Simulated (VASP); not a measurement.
# MnS: single point with PBE

Crystal: MnS.

```
Mn S
1.0
     0.00000    2.80000    2.80000
     2.80000    0.00000    2.80000
     2.80000    2.80000    0.00000
Mn S
1 1
Direct
  0.00000 0.00000 0.00000
  0.75000 0.75000 0.75000
```

```json
{
  "Program": "VASP 6.6.1",
  "Task": "single point",
  "Functional": "PBE",
  "Potentials or basis": "VASP PAW PBE potentials, release 64 (Mn_pv, S)",
  "Cutoff": "520 eV",
  "k mesh": "10 × 10 × 10",
  "Occupations": "fermi-dirac, width 0.05 eV",
  "Spin": "collinear spin, ferromagnetic start",
  "Starting moments": "[4.0, 0.0] μB",
  "Dipole correction": "no",
  "k mesh for the DOS": "15 × 15 × 15",
  "Occupations for the DOS": "tetrahedron",
  "Further INCAR settings": "ALGO = Normal; EDIFF = 1e-06; NBANDS = 20"
}
```

| Property | Result |
| --- | --- |
| Net moment | 4.92 μB per cell |
| Site moments | Mn +4.34; S +0.09 μB |
| Valence electrons inside the program's atomic spheres | Mn 11.37; S 3.77 |

Levels at points of the mesh, in eV from the Fermi level:
Spin up:
| k point | band 9 | band 10 | band 11 | band 12 | band 13 | band 14 | band 15 | band 16 |
| --- | --- | --- | --- | --- | --- | --- | --- | --- |
| (0.00, 0.00, 0.00) | -3.22 | 0.22 | 0.22 | 0.22 | 0.93 | 5.82 | 5.82 | 5.82 |
Spin down:
```
           k point  band 3  band 4  band 5  band 6  band 7  band 8  band 9  band 10  band 11  band 12
(0.00, 0.00, 0.00)  -46.19  -13.62   -3.33   -3.33   -3.33    0.82    0.82     1.95     3.00     3.00
```

It took 86 s on 1 thread of Intel(R) Xeon(R) 6975P-C (Granite Rapids), on a shared host, peak memory 0.29 GiB.

Caveat: a cell with one magnetic atom can't hold antiferromagnetic order, which such compounds often take; semilocal functionals often make such compounds metallic where correlation or magnetic order opens a gap, which also shifts bond lengths.
